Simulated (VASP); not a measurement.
# Na (Pm-3m) in VASP: notebook

Na is run at these levels: LDA; tasks: relaxation of cell and atoms.

All numbers are computed with VASP 6.6.1; they aren't measurements. Logs are shortened: lines on timing, memory, paths and dates and some standing lists are left out, and cuts for length are marked.

## 1. The cell of the first run

The structure is cubic, space group Pm-3m (No. 221). The conventional cell has a = 3.294 Å, b = 3.294 Å, c = 3.294 Å, α = 90.00°, β = 90.00°, γ = 90.00°. Within 4.3 Å of Na (site symmetry m-3m) lie 6 Na at 3.29 Å.

This isn't the form of Na at room conditions, which is bcc.

## 2. Relaxation of cell and atoms, LDA

The input, INCAR:

```
PREC = Accurate
ENCUT = 600
EDIFF = 1E-6
ISMEAR = 1
SIGMA = 0.05
LREAL = F
LASPH = T
NELM = 100
ALGO = Normal
ISIF = 3
LWAVE = F
LCHARG = F
IBRION = 2
NSW = 80
EDIFFG = -0.02
```

The input, KPOINTS:

```
regular mesh
0
Gamma
  13 13 13
```

The input, POSCAR:

```
Na
1.0
    3.2940448402      0.0000000000      0.0000000000
    0.0000000000      3.2940448402      0.0000000000
    0.0000000000      0.0000000000      3.2940448402
Na
1
Direct
    0.0000000000      0.0000000000      0.0000000000
```

Potentials or basis: VASP PAW LDA potentials, release 64 (Na_pv).

Run with:

```
$ cat potpaw_LDA.64/Na_pv/POTCAR > POTCAR
$ mpirun -np 1 vasp_std > vasp.out
```

OUTCAR:

```text
PREC = Accurate
   ENCUT = 600
   EDIFF = 1E-6
   ISMEAR = 1
   LREAL = F
   LASPH = T
   NELM = 100
   ISIF = 3
   IBRION = 2
   NSW = 80
   EDIFFG = -0.02

 ion  position               nearest neighbor table
   1  0.000  0.000  0.000-

  LATTYP: Found a simple cubic cell.
 ALAT       =     3.2940448402

  Lattice vectors:

 A1 = (   3.2940448402,   0.0000000000,   0.0000000000)
 A2 = (   0.0000000000,   3.2940448402,   0.0000000000)
 A3 = (   0.0000000000,   0.0000000000,   3.2940448402)

Analysis of symmetry for initial positions (statically):
=====================================================================
 Subroutine PRICEL returns:
 Original cell was already a primitive cell.

 Routine SETGRP: Setting up the symmetry group for a
 simple cubic supercell.

 Subroutine GETGRP returns: Found 48 space group operations
 (whereof 48 operations were pure point group operations)
 out of a pool of 48 trial point group operations.

The static configuration has the point symmetry O_h .

Analysis of symmetry for dynamics (positions and initial velocities):
=====================================================================
 Subroutine PRICEL returns:
 Original cell was already a primitive cell.

 Routine SETGRP: Setting up the symmetry group for a
 simple cubic supercell.

 Subroutine GETGRP returns: Found 48 space group operations
 (whereof 48 operations were pure point group operations)
 out of a pool of 48 trial point group operations.

The dynamic configuration has the point symmetry O_h .

 Subroutine INISYM returns: Found 48 space group operations
 (whereof 48 operations are pure point group operations),
 and found     1 'primitive' translations

----------------------------------------------------------------------------------------

                                     Primitive cell

  volume of cell :      35.7428

  direct lattice vectors                    reciprocal lattice vectors
     3.294044840  0.000000000  0.000000000     0.303578138  0.000000000  0.000000000
     0.000000000  3.294044840  0.000000000     0.000000000  0.303578138  0.000000000
     0.000000000  0.000000000  3.294044840     0.000000000  0.000000000  0.303578138

  length of vectors
     3.294044840  3.294044840  3.294044840     0.303578138  0.303578138  0.303578138

  position of ions in fractional coordinates (direct lattice)
     0.000000000  0.000000000  0.000000000

  ion indices of the primitive-cell ions
   primitive index   ion index
                 1           1

----------------------------------------------------------------------------------------

 KPOINTS: regular mesh

Automatic generation of k-mesh.
 Grid dimensions read from file:
 generate k-points for:   13   13   13

 Generating k-lattice:

  Cartesian coordinates                     Fractional coordinates (reciprocal lattice)
     0.023352164  0.000000000  0.000000000     0.076923077  0.000000000  0.000000000
     0.000000000  0.023352164  0.000000000     0.000000000  0.076923077  0.000000000
     0.000000000  0.000000000  0.023352164     0.000000000  0.000000000  0.076923077

  Length of vectors
     0.023352164  0.023352164  0.023352164

  Shift w.r.t. Gamma in fractional coordinates (k-lattice)
     0.000000000  0.000000000  0.000000000

 Subroutine IBZKPT returns following result:
 ===========================================

 Found     84 irreducible k-points:

 Following reciprocal coordinates:
            Coordinates               Weight
  0.000000  0.000000  0.000000      1.000000
  0.076923  0.000000  0.000000      6.000000
  0.153846  0.000000  0.000000      6.000000
  0.230769  0.000000  0.000000      6.000000
  0.307692  0.000000  0.000000      6.000000
  0.384615  0.000000  0.000000      6.000000
[... 16 lines left out ...]
  0.307692  0.307692  0.000000     12.000000
  0.384615  0.307692  0.000000     24.000000
 [... further k-points ...]
   k-points           NKPTS =     84   k-points in BZ     NKDIM =     84   number of bands    NBANDS=      7
   number of dos      NEDOS =    301   number of ions     NIONS =      1
   total plane-waves  NPLWV =  21952
   dimension x,y,z NGX =    28 NGY =   28 NGZ =   28
   dimension x,y,z NGXF=    56 NGYF=   56 NGZF=   56
   ions per type =               1
   NGX,Y,Z   is equivalent  to a cutoff of  14.13, 14.13, 14.13 a.u.
   NGXF,Y,Z  is equivalent  to a cutoff of  28.26, 28.26, 28.26 a.u.
 SYSTEM =  unknown system
   PREC   = accura    normal or accurate (medium, high low for compatibility)
   ISTART =      0    job   : 0-new  1-cont  2-samecut
   ICHARG =      2    charge: 1-file 2-atom 10-const
   ISPIN  =      1    spin polarized calculation?
   LNONCOLLINEAR =      F non collinear calculations
   LSORBIT =      F    spin-orbit coupling
   LASPH  =      T    aspherical Exc in radial PAW
   ENCUT  =  600.0 eV  44.10 Ry    6.64 a.u.   6.58  6.58  6.58*2*pi/ulx,y,z
   NELM   =    100;   NELMIN=  2; NELMDL= -5     # of ELM steps
   EDIFF  = 0.1E-05   stopping-criterion for ELM
   LREAL  =      F    real-space projection
   EDIFFG = -.2E-01   stopping-criterion for IOM
   NSW    =     80    number of steps for IOM
   IBRION =      2    ionic relax: 0-MD 1-quasi-New 2-CG
   NFREE  =      1    steps in history (QN), initial steepest desc. (CG)
   ISIF   =      3    stress and relaxation
   ISYM   =      2    0-nonsym 1-usesym 2-fastsym
   POTIM  = 0.5000    time-step for ionic-motion
   TEBEG  =    0.0;   TEEND  =   0.0 temperature during run
   PSTRESS=    0.0 pullay stress
   NELECT =       7.0000    total number of electrons
   NUPDOWN=      -1.0000    fix difference up-down
   EMIN   =  10.00;   EMAX   =-10.00  energy-range for DOS
   EFERMI =   0.00;   METHOD = LEGACY
   ISMEAR =     1;   SIGMA  =   0.05  broadening in eV -4-tet -1-fermi 0-gaus
   EFERMI_NEDOS =   21; number of points for ismear=-14 and -15
   IALGO  =     38    algorithm
   IMIX   =      4    mixing-type and parameters
     AMIX     =   0.40;   BMIX     =  1.00
     AMIX_MAG =   1.60;   BMIX_MAG =  1.00
  volume/ion in A,a.u.               =      35.74       241.20
  Fermi-wavevector in a.u.,A,eV,Ry     =   0.950703  1.796567 12.297427  0.903835
  Thomas-Fermi vector in A             =   2.079104
   LORBIT       =      0    0 simple, 1 ext, 2 COOP (PROOUT), +10 PAW based schemes
   GGA     = CA    functional components
   LHFCALC =     F    Hartree Fock is set to
   AEXX    =    0.0000 exact exchange contribution
   IVDW    =     0    specifies the selected vdW correction
   LEPSILON=     F    determine dielectric tensor
   LRPA    =     F    only Hartree local field effects (RPA)
 conjugate gradient relaxation of ions
 non-spin polarized calculation
 Methfessel and Paxton  Order N= 1 SIGMA  =   0.05
  energy-cutoff  :      600.00
  volume of cell :       35.74
 maximum number of plane-waves:      1215
 NGX is ok and might be reduce to    28
   NGX = 13   NGY = 13   NGZ = 13

 number of electron       6.9999990 magnetization

 Free energy of the ion-electron system (eV)
  ---------------------------------------------------
  ext. energy  EPLUGINS =         0.00000000
  ---------------------------------------------------
  free energy    TOTEN  =        -1.32903586 eV

  energy without entropy =       -1.32857942  energy(sigma->0) =       -1.32888371

 E-fermi :   0.2922     XC(G=0):  -6.8213

 val. band max:        0.2906529710   @ k =   0.3077   0.3077   0.2308
 cond. band min:       0.3698868746   @ k =   0.3846   0.3077   0.0769
 fundamental gap:      0.0792339036
 Fermi energy:         0.2921534119

 k-point     1 :       0.0000    0.0000    0.0000
  band No.  band energies     occupation
      1     -24.8063      2.00000
      2     -24.8063      2.00000
      3     -24.8063      2.00000
      4      -3.0875      2.00000
      5       8.8946      0.00000
      6       8.8946      0.00000
      7      10.4000      0.00000

 k-point     2 :       0.0769    0.0000    0.0000
  band No.  band energies     occupation
      1     -24.8102      2.00000
      2     -24.8060      2.00000
      3     -24.8060      2.00000
      4      -3.0024      2.00000
      5       7.8989      0.00000
      6       8.9710      0.00000
      7      10.4660      0.00000

 k-point     3 :       0.1538    0.0000    0.0000
  band No.  band energies     occupation
      1     -24.8211      2.00000
      2     -24.8051      2.00000
      3     -24.8051      2.00000
      4      -2.7482      2.00000
      5       6.3731      0.00000
      6       9.1987      0.00000
      7      10.6642      0.00000

 k-point     4 :       0.2308    0.0000    0.0000
  band No.  band energies     occupation
      1     -24.8363      2.00000
      2     -24.8038      2.00000
      3     -24.8038      2.00000
      4      -2.3274      2.00000
      5       4.8551      0.00000
      6       9.5716      0.00000
      7      10.9941      0.00000

 k-point     5 :       0.3077    0.0000    0.0000
  band No.  band energies     occupation
      1     -24.8524      2.00000
      2     -24.8024      2.00000
      3     -24.8024      2.00000
      4      -1.7440      2.00000
      5       3.4267      0.00000
      6      10.0741      0.00000
      7      11.4539      0.00000
[... 161 lines left out ...]
 k-point    22 :       0.4615    0.2308    0.0000
  band No.  band energies     occupation
      1     -24.8693      2.00000
      2     -24.8292      2.00000
      3     -24.7982      2.00000
      4       0.6032     -0.00000
      5       1.6584      0.00000
      6       7.6393      0.00000
      7       8.6268      0.00000

 k-point    23 :       0.3077    0.3077    0.0000
  band No.  band energies     occupation
      1     -24.8479      2.00000
      2     -24.8462      2.00000
      3     -24.7986      2.00000
      4      -0.4332      2.00000
      5       4.3233      0.00000
      6       5.0767      0.00000
      7       9.5373      0.00000

 k-point    24 :       0.3846    0.3077    0.0000
  band No.  band energies     occupation
      1     -24.8600      2.00000
      2     -24.8455      2.00000
      3     -24.7975      2.00000
      4       0.2901      1.07037
      5       3.3338      0.00000
      6       5.4474      0.00000
      7       8.3491      0.00000

 [... further k-points ...]

------------------------ aborting loop because EDIFF is reached ----------------------------------------

  FORCE on cell =-STRESS in cart. coord.  units (eV):
  Direction    XX          YY          ZZ          XY          YZ          ZX
  --------------------------------------------------------------------------------------
  -------------------------------------------------------------------------------------
  Total       -0.0110545     -0.0110545     -0.0110545     -0.0000000     -0.0000000     -0.0000000
  in kB       -0.4955191     -0.4955191     -0.4955191     -0.0000000     -0.0000000     -0.0000000
  external PRESSURE =      -0.4955191 kB  Pullay stress =       0.0000000 kB

 VOLUME and BASIS-vectors are now :
 -----------------------------------------------------------------------------
  energy-cutoff  :      600.00
  volume of cell :       35.74
      direct lattice vectors                 reciprocal lattice vectors
     3.294044840  0.000000000  0.000000000     0.303578138  0.000000000  0.000000000
     0.000000000  3.294044840  0.000000000     0.000000000  0.303578138  0.000000000
     0.000000000  0.000000000  3.294044840     0.000000000  0.000000000  0.303578138

 POSITION                                       TOTAL-FORCE (eV/Angst)
 -----------------------------------------------------------------------------------
      0.00000      0.00000      0.00000         0.000000      0.000000      0.000000
 -----------------------------------------------------------------------------------
    total drift:                               -0.000000     -0.000000     -0.000000

  FREE ENERGIE OF THE ION-ELECTRON SYSTEM (eV)
  ---------------------------------------------------
  free  energy   TOTEN  =        -1.3290358571 eV

  energy  without entropy=       -1.3285794159  energy(sigma->0) =       -1.32888371

 reached required accuracy - stopping structural energy minimisation
```

Run time: 25 s. Hardware: 1 thread of Intel Xeon 8259CL, shared host; peak memory 0.14 GiB.

What came out:

- Free energy: -1.3290 eV
- Pressure after relaxing: 0.0 GPa
- Band gap on the k mesh: zero (an odd number of electrons rules out a gap without spin polarisation)

Final structure:
```xyz
1
Lattice="3.2940 0.0000 0.0000 0.0000 3.2940 0.0000 0.0000 0.0000 3.2940" Properties=species:S:1:pos:R:3 pbc="T T T"
Na    0.0000    0.0000    0.0000
```

## 3. Relaxation of cell and atoms, LDA

This run uses another cell than the first one, of 43.24 Å³/atom.

The input, INCAR:

```
PREC = Accurate ; ENCUT = 600
EDIFF = 1E-6 ; ISMEAR = 1
SIGMA = 0.05 ; LREAL = False
LASPH = True ; NELM = 100
ALGO = Normal ; ISIF = 3
LWAVE = False ; LCHARG = False
GGA = CA ; IBRION = 2
NSW = 80 ; EDIFFG = -0.02
```

The input, KPOINTS:

```
Automatic mesh
0
Gamma
  12 12 12
```

The input, POSCAR:

```
Na
1.0
    3.5100000000      0.0000000000      0.0000000000
    0.0000000000      3.5100000000      0.0000000000
    0.0000000000      0.0000000000      3.5100000000
Na
1
Direct
    0.0000000000      0.0000000000      0.0000000000
```

Potentials or basis: VASP PAW LDA potentials, release 64 (Na_pv).

Run with:

```
$ cat potpaw_LDA.64/Na_pv/POTCAR > POTCAR
$ mpirun -np 1 vasp_std > vasp.out
```

Run time: 73 s. Hardware: 1 thread of Intel Xeon 8259CL, shared host; peak memory 0.15 GiB.

The run converged. Its results:

* Free energy: -1.3313 eV
* Relaxed volume: 35.11 Å³/atom
* Relaxed cell: a = 3.275 Å, b = 3.275 Å, c = 3.275 Å, α = 90.00°, β = 90.00°, γ = 90.00°
* Space group after relaxing (to 0.1 Å): Pm-3m (No. 221)
* Energy gained by relaxing: 27.7 meV/atom
* Ionic steps: 4
* Pressure after relaxing: 0.1 GPa
* Band gap on the k mesh: zero (an odd number of electrons rules out a gap without spin polarisation)

The path:
```csv
step,energy change (eV),largest force (eV/Å),pressure (GPa),volume (Å³)
1,0.0000,0.0000,-1.01,43.24
2,-0.0098,0.0000,-0.88,41.57
3,-0.0270,0.0000,-0.27,36.80
4,-0.0277,0.0000,0.09,35.11
```

Final structure:
```
CELL_PARAMETERS angstrom
3.27459 0.00000 0.00000
0.00000 3.27459 0.00000
0.00000 0.00000 3.27459
ATOMIC_POSITIONS crystal
Na 0.00000 0.00000 0.00000
```

Levels at points of the mesh, in eV from the Fermi level:
| k point | band 1 | band 2 | band 3 | band 4 | band 5 | band 6 | band 7 |
| --- | --- | --- | --- | --- | --- | --- | --- |
| (0.00, 0.00, 0.00) | -25.08 | -25.08 | -25.08 | -3.41 | 8.68 | 8.68 | 10.24 |
| (0.50, 0.00, 0.00) | -25.15 | -25.08 | -25.08 | 0.02 | 0.20 | 11.06 | 12.66 |
| (0.50, 0.50, 0.00) | -25.14 | -25.14 | -25.07 | 3.19 | 3.19 | 3.34 | 4.33 |
| (0.50, 0.50, 0.50) | -25.14 | -25.14 | -25.14 | 6.18 | 6.39 | 6.39 | 6.39 |

Caveat: the volume moved by over 15 % at a fixed basis, so the end points are rough.

The gap in the log of VASP goes by the Fermi energy; the results here count the filled bands.